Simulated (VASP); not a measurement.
Set up this calculation in VASP 6.6.1, as the native input.

- Task: single point
- Functional: LDA
- Potentials or basis: VASP PAW LDA potentials, release 64 (N, B)
- Cutoff: 520 eV
- k mesh: 12 × 12 × 12
- Occupations: fermi-dirac, width 0.05 eV
- Spin: no spin polarisation
- Dipole correction: no
- Further INCAR settings: ALGO = Normal; EDIFF = 1e-06; NBANDS = 11

The structure of BN lies in POSCAR:

```
BN
1.0
    1.2756598126      0.7365025362      3.4390871668
   -1.2756598126      0.7365025362      3.4390871668
    0.0000000000     -1.4730050723      3.4390871668
N B
1 1
Direct
    0.6672382000      0.6672382000      0.6672382000
    0.0003288000      0.0003288000      0.0003288000
```

These files were run (other wordings do the same):

INCAR

```
SYSTEM = BN
  PREC = Accurate
  ENCUT = 520
  EDIFF = 1E-6
  ISMEAR = -1
  SIGMA = 0.05
  LREAL = .FALSE.
  LASPH = .TRUE.
  NELM = 100
  ALGO = Normal
  ISIF = 2
  LWAVE = .FALSE.
  LCHARG = .FALSE.
  GGA = CA
  NBANDS = 11
```

KPOINTS

```
Automatic mesh
0
G
  12 12 12
  0 0 0
```

Potentials or basis: VASP PAW LDA potentials, release 64 (N, B).

Run with:

```bash
$ cat potpaw_LDA.64/N/POTCAR potpaw_LDA.64/B/POTCAR > POTCAR
$ mpirun -np 1 vasp_std > vasp.out
```

Results of the run:

| Item | Value |
| --- | --- |
| Pressure | -16.1 GPa |
| Largest force | 0.006 eV/Å |
| Band gap on the k mesh | 4.02 eV, indirect (least direct gap 4.41 eV) |

It took 97 s on 1 thread of Intel Xeon 6975P-C, with other jobs on the host, peak memory 0.16 GiB.
